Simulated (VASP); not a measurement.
Wanted: the native input for a VASP 6.6.1 run.

```yaml
Task: single point
Functional: LDA
Potentials_or_basis: VASP PAW LDA potentials, release 64 (Sn_d, O)
Cutoff: 520 eV
k_mesh: 4 × 4 × 6
Occupations: fermi-dirac, width 0.03 eV
Spin: no spin polarisation
Dipole_correction: no
Further_INCAR_settings: ALGO = Normal; EDIFF = 1e-06; NBANDS = 35
```

The structure of SnO2 lies in POSCAR:

```
SnO2
1.0
    4.7373500000      0.0000000000      0.0000000000
    0.0000000000      4.7373500000      0.0000000000
    0.0000000000      0.0000000000      3.1545360000
Sn O
2 4
Direct
    0.0000000000      0.0000000000      0.0000000000
    0.5000000000      0.5000000000      0.5000000000
    0.3056200000      0.3056200000      0.0000000000
    0.1943800000      0.8056200000      0.5000000000
    0.6943800000      0.6943800000      0.0000000000
    0.8056200000      0.1943800000      0.5000000000
```

This cell differs from its parent crystal: zz strain of -1 %.

One way to write it, as run:

INCAR

```
SYSTEM = SnO2
PREC     = Accurate       ! precision mode
ENCUT    = 520            ! plane-wave cutoff, eV
EDIFF    = 1E-6           ! SCF threshold, eV
ISMEAR   = -1             ! smearing method
SIGMA    = 0.03           ! smearing width, eV
LREAL    = .False.        ! projectors in reciprocal space
LASPH    = .True.         ! aspherical terms in the spheres
NELM     = 60             ! most SCF steps
ALGO     = Normal         ! electronic algorithm
ISIF     = 2              ! what is computed and relaxed
LWAVE    = .False.        ! write WAVECAR
LCHARG   = .False.        ! write CHGCAR
NBANDS   = 35             ! bands
```

KPOINTS

```
regular mesh
0
Gamma
  4 4 6
  0 0 0
```

Potentials or basis: VASP PAW LDA potentials, release 64 (Sn_d, O).

Launch:

```sh
$ cat potpaw_LDA.64/Sn_d/POTCAR potpaw_LDA.64/O/POTCAR > POTCAR
$ mpirun -np 1 vasp_std > vasp.out
```

It gave:

```json
{"Pressure": "2.7 GPa", "Largest force": "0.032 eV/Å", "Band gap on the k mesh": "1.29 eV, direct"}
```

Caveat: the cell differs from its parent crystal (zz strain of -1 %); spin-orbit coupling is left out, which moves the levels of the heavy elements.

Run time: 26 s on 1 thread of AMD EPYC 9R45 96-Core Processor (Zen 5) (shared host), peak memory 0.15 GiB.
